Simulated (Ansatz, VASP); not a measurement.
# One calculation of RbBr, two programs

INCAR

```
SYSTEM = RbBr
ALGO = Normal ; EDIFF = 1E-7
ENCUT = 520 ; GGA = PS
ISIF = 2 ; ISMEAR = 0
LASPH = .True. ; LCHARG = .True.
LELF = .True. ; LREAL = .False.
LVHAR = .True. ; LWAVE = .False.
NBANDS = 15 ; NELM = 100
PREC = Accurate ; SIGMA = 0.05
```

File KPOINTS:

```
k-points
0
Gamma
  6 6 6
  0 0 0
```

File POSCAR:

```
RbBr
1.0
    4.1260773000      0.0000000000      0.0000000000
    0.0000000000      4.1260773000      0.0000000000
    0.0000000000      0.0000000000      4.1260773000
Rb Br
1 1
Direct
    0.0000000000      0.0000000000      0.0000000000
    0.5000000000      0.5000000000      0.5272656065
```

Input for Ansatz:

```yaml
crystal:
  lattice:
    - [4.1260773, 0.0, 0.0]
    - [0.0, 4.1260773, 0.0]
    - [0.0, 0.0, 4.1260773]
  atoms:
    - { symbol: Rb, position: [0.0, 0.0, 0.0] }
    - { symbol: Br, position: [0.5, 0.5, 0.5272656065] }
basis:
  ecutwfc: 420
kpoints:
  mp_grid: { grid: [6, 6, 6] }
hamiltonian:
  xc: pbesol
scf:
  occupations: { method: gaussian, width: 0.05 }
output:
  forces: true
  stress: true
  eigenvalues: true
```

Change from the starting cell: all Br atoms moved +0.113 Å, as atom 2 along Cartesian [0 0 1].

Alike in both runs: task single point; functional PBEsol; k mesh 6 × 6 × 6; occupations gaussian, width 0.05 eV; no spin polarisation.

```csv
,VASP,Ansatz
version,VASP 6.6.1,Ansatz 0.2.0
potentials or method,"VASP PAW PBE potentials, release 64 (Rb_sv, Br), cutoff 520 eV","scalar-relativistic, plane waves, PAW"
valence electrons in the cell,16,16
```

|  | VASP | Ansatz | Ansatz less VASP |
| --- | --- | --- | --- |
| gap on the k mesh at the Fermi level (eV) | 3.91 | 3.91 | +0.001 |
| least direct gap on the mesh (eV) | 4.06 | 4.06 | 0.000 |
| pressure (GPa) | -0.5 | -0.5 | -0.04 |
| rms of the force components (eV/Å) | 0.043 | 0.043 | -0.0008 |

VASP's potentials were made for PBE, not for PBEsol. Atom by atom the forces differ by 0.001 eV/Å (rms over components). With one functional, cell and mesh, what is left measures potentials, basis and numerics.
